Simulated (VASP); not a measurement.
Runs of VASP 6.6.1 on Te. The structure is trigonal, space group P3_121 (No. 152). The conventional cell has a = 4.471 Å, b = 4.471 Å, c = 5.949 Å, α = 90.00°, β = 90.00°, γ = 120.00°. Within 3.8 Å of Te (site symmetry 2) lie 6 Te at 2.85 to 3.50 Å. 

| level | k mesh | smearing | grid for exact exchange (PRECFOCK) | share of exact exchange | screening parameter | gap on the mesh (eV) | pressure (GPa) | largest force (eV/Å) |
| --- | --- | --- | --- | --- | --- | --- | --- | --- |
| r2SCAN | 4 × 4 × 4 | gaussian 0.01 eV | - | - | - | 0.82 | 0.8 | 0.01 |
| PBE-based screened hybrid with 35 % exact exchange | 6 × 6 × 2 | gaussian 0.01 eV | Normal | 0.35 | 0.1 1/Å | (c) | (a) | 0.56 |
| PBE-based screened hybrid with 5 % exact exchange | 6 × 6 × 2 | gaussian 0.01 eV | Normal | 0.05 | 0.2078 1/Å | 0.24 | (b) | 0.12 |
| r2SCAN | 6 × 6 × 4 | methfessel-paxton 0.2 eV | - | - | - | 0.33 | 0.9 | - |
| r2SCAN | 6 × 6 × 4 | methfessel-paxton 0.05 eV | - | - | - | 0.33 | 0.9 | - |
| HSE06 | 6 × 6 × 2 | fermi-dirac 0.2 eV | Normal | 0.25 | 0.2079 1/Å | 0.57 | -0.8 | 0.24 |

Alike in all rows: task single point; potentials or basis VASP PAW PBE potentials, release 64 (Te); no spin polarisation; cell as given; cutoff (eV) 520.

Q: Estimate the missing entries.

A: (a) -1.9; (b) 1.0; (c) 1.12.

Caveats: some runs use coarse meshes; the PAW data sets were made with another functional, which shifts forces and pressure a little; spin-orbit coupling is left out, which moves the levels of the heavy elements.

A k mesh can miss the band edges, and the runs leave out spin-orbit coupling on Te.
